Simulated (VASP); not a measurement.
# ZnGe3 (Pm-3m) in VASP: notebook, part 2 of 2

VASP 6.6.1. Earlier steps stand in the parts before.

### Step 5. Single point, r2SCAN

Contents of POSCAR:

```
ZnGe3
1.0
    4.2223630000      0.0000000000      0.0000000000
    0.0000000000      4.2223630000      0.0000000000
    0.0000000000      0.0000000000      4.2223630000
Zn Ge
1 3
Direct
    0.0000000000      0.0000000000      0.0000000000
    0.0000000000      0.5000000000      0.5000000000
    0.5000000000      0.0000000000      0.5000000000
    0.5000000000      0.5000000000      0.0000000000
```

Contents of INCAR.step1:

```
PREC = Accurate
ENCUT = 550
ISMEAR = 1
SIGMA = 0.15
LREAL = False
LASPH = True
NELM = 120
NBANDS = 35
GGA = PE
ALGO = Normal
EDIFF = 1E-5
LWAVE = True
LCHARG = False
GGA_COMPAT = False
```

Contents of INCAR.step2:

```
PREC = Accurate
ENCUT = 550
EDIFF = 1E-6
ISMEAR = 1
SIGMA = 0.15
LREAL = False
LASPH = True
NELM = 120
ALGO = Normal
ISIF = 2
LWAVE = False
LCHARG = False
METAGGA = R2SCAN
LMIXTAU = True
NBANDS = 35
ISTART = 1
GGA_COMPAT = False
```

Contents of KPOINTS:

```
Automatic mesh
0
Gamma
  7 7 7
```

Potentials or basis: VASP PAW PBE potentials, release 64 (Zn, Ge_d).

Launch:

```sh
cat potpaw_PBE.64/Zn/POTCAR potpaw_PBE.64/Ge_d/POTCAR > POTCAR
cp INCAR.step1 INCAR
mpirun -np 1 vasp_std > vasp.out
cp INCAR.step2 INCAR
mpirun -np 1 vasp_std > vasp.out
```

OUTCAR:

```text
PREC = Accurate
   ENCUT = 550
   EDIFF = 1E-6
   ISMEAR = 1
   LREAL = False
   LASPH = True
   NELM = 120
   ISIF = 2
   METAGGA = R2SCAN
   ISTART = 1

 ion  position               nearest neighbor table
   1  0.000  0.000  0.000-
   2  0.000  0.500  0.500-
   3  0.500  0.000  0.500-
   4  0.500  0.500  0.000-

  LATTYP: Found a simple cubic cell.
 ALAT       =     4.2223630000

  Lattice vectors:

 A1 = (   4.2223630000,   0.0000000000,   0.0000000000)
 A2 = (   0.0000000000,   4.2223630000,   0.0000000000)
 A3 = (   0.0000000000,   0.0000000000,   4.2223630000)

Analysis of symmetry for initial positions (statically):
=====================================================================
 Subroutine PRICEL returns:
 Original cell was already a primitive cell.

 Routine SETGRP: Setting up the symmetry group for a
 simple cubic supercell.
[... 160 lines left out ...]
  ext. energy  EPLUGINS =         0.00000000
  ---------------------------------------------------
  free energy    TOTEN  =       -48.58032263 eV

  energy without entropy =      -48.57632807  energy(sigma->0) =      -48.57899111

 E-fermi :   5.5362     XC(G=0): -12.1997

 val. band max:        5.4579184415   @ k =   0.4286   0.2857   0.1429
 cond. band min:       5.5451463884   @ k =   0.4286   0.2857   0.0000
 fundamental gap:      0.0872279468
 Fermi energy:         5.5362499471

 k-point     1 :       0.0000    0.0000    0.0000
  band No.  band energies     occupation
      1     -20.0210      2.00000
      2     -20.0210      2.00000
      3     -20.0210      2.00000
      4     -20.0078      2.00000
      5     -19.9682      2.00000
      6     -19.9682      2.00000
[... 749 lines left out ...]
     34      15.2891      0.00000
     35      16.2130      0.00000

------------------------ aborting loop because EDIFF is reached ----------------------------------------

  FORCE on cell =-STRESS in cart. coord.  units (eV):
  Direction    XX          YY          ZZ          XY          YZ          ZX
  --------------------------------------------------------------------------------------
  -------------------------------------------------------------------------------------
  Total       -1.3813778     -1.3813778     -1.3813778     -0.0000000      0.0000000      0.0000000
  in kB      -29.4006102    -29.4006102    -29.4006102     -0.0000000      0.0000000      0.0000000
  external PRESSURE =     -29.4006102 kB  Pullay stress =       0.0000000 kB

 VOLUME and BASIS-vectors are now :
 -----------------------------------------------------------------------------
  energy-cutoff  :      550.00
  volume of cell :       75.28
      direct lattice vectors                 reciprocal lattice vectors
     4.222363000  0.000000000  0.000000000     0.236834209  0.000000000  0.000000000
     0.000000000  4.222363000  0.000000000     0.000000000  0.236834209  0.000000000
     0.000000000  0.000000000  4.222363000     0.000000000  0.000000000  0.236834209

 POSITION                                       TOTAL-FORCE (eV/Angst)
 -----------------------------------------------------------------------------------
      0.00000      0.00000      0.00000         0.000000      0.000000      0.000000
      0.00000      2.11118      2.11118         0.000000      0.000000      0.000000
      2.11118      0.00000      2.11118         0.000000      0.000000      0.000000
      2.11118      2.11118      0.00000         0.000000      0.000000      0.000000
 -----------------------------------------------------------------------------------
    total drift:                                0.000000     -0.000000     -0.000000

  FREE ENERGIE OF THE ION-ELECTRON SYSTEM (eV)
  ---------------------------------------------------
  free  energy   TOTEN  =       -48.5803226335 eV

  energy  without entropy=      -48.5763280652  energy(sigma->0) =      -48.57899111
```

OUTCAR.step1:

```text
PREC = Accurate
   ENCUT = 550
   ISMEAR = 1
   LREAL = False
   LASPH = True
[... 980 lines left out ...]
      0.00000      0.00000      0.00000         0.000000      0.000000      0.000000
      0.00000      2.11118      2.11118         0.000000      0.000000      0.000000
      2.11118      0.00000      2.11118         0.000000      0.000000      0.000000
      2.11118      2.11118      0.00000         0.000000      0.000000      0.000000
 -----------------------------------------------------------------------------------
    total drift:                                0.000000     -0.000000     -0.000000

  FREE ENERGIE OF THE ION-ELECTRON SYSTEM (eV)
  ---------------------------------------------------
  free  energy   TOTEN  =       -13.5090011554 eV

  energy  without entropy=      -13.5064572721  energy(sigma->0) =      -13.50815319
```

OSZICAR.step1:

```text
N       E                     dE             d eps       ncg     rms          rms(c)
DAV:   1     0.436032936491E+03    0.43603E+03   -0.27443E+04  1660   0.431E+03
DAV:   2     0.632595969595E+02   -0.37277E+03   -0.36384E+03  1400   0.755E+02
DAV:   3    -0.100686655834E+02   -0.73328E+02   -0.72508E+02  1542   0.205E+02
DAV:   4    -0.136960913492E+02   -0.36274E+01   -0.36154E+01  1578   0.510E+01
DAV:   5    -0.137636709331E+02   -0.67580E-01   -0.67568E-01  1555   0.805E+00    0.304E+00
DAV:   6    -0.135350823829E+02    0.22859E+00   -0.90131E-01  1715   0.141E+01    0.258E+00
DAV:   7    -0.135159731949E+02    0.19109E-01   -0.13804E-01  1506   0.335E+00    0.110E+00
DAV:   8    -0.135093374376E+02    0.66358E-02   -0.14861E-02  1541   0.103E+00    0.209E-01
DAV:   9    -0.135089944540E+02    0.34298E-03   -0.15861E-03  1577   0.375E-01    0.524E-02
DAV:  10    -0.135089963115E+02   -0.18575E-05   -0.40655E-04  1495   0.188E-01    0.254E-02
DAV:  11    -0.135090011554E+02   -0.48439E-05   -0.42906E-05  1334   0.735E-02
   1 F= -.13509001E+02 E0= -.13508153E+02  d E =-.254388E-02
```

It took 95 s on 1 thread of Intel Xeon Platinum 8488C (Sapphire Rapids), shared host; peak memory 0.21 GiB.

Results:

| Property | Result |
| --- | --- |
| Free energy | -48.5803 eV |
| Pressure | -2.9 GPa |
| Band gap on the k mesh | zero (bands 27 and 28 overlap by 3.23 eV) |

Caveat: the PAW data sets were made with another functional, which shifts forces and pressure a little.

### Step 6. The runs side by side

| level | potentials or basis | cutoff (eV) | gap on the mesh (eV) | pressure (GPa) |
| --- | --- | --- | --- | --- |
| RPBE | VASP PAW PBE potentials, release 64 (Zn, Ge_d) | 500 | none | 1.3 |
| LDA | VASP PAW LDA potentials, release 64 (Zn, Ge_d) | 500 | none | -5.7 |
| BLYP | VASP PAW PBE potentials, release 64 (Zn, Ge_d) | 500 | none | 5.7 |
| r2SCAN | VASP PAW PBE potentials, release 64 (Zn, Ge_d) | 550 | none | -2.9 |

Alike in all rows: task single point; no spin polarisation; cell as given; k mesh 7 × 7 × 7; smearing methfessel-paxton 0.15 eV.

Caveats: the PAW data sets were made with another functional, which shifts forces and pressure a little (at least some runs); the cell stands under tension (at least some runs); the cell stands under pressure (at least some runs).

Absolute energies hang on the potentials; compare differences alone.
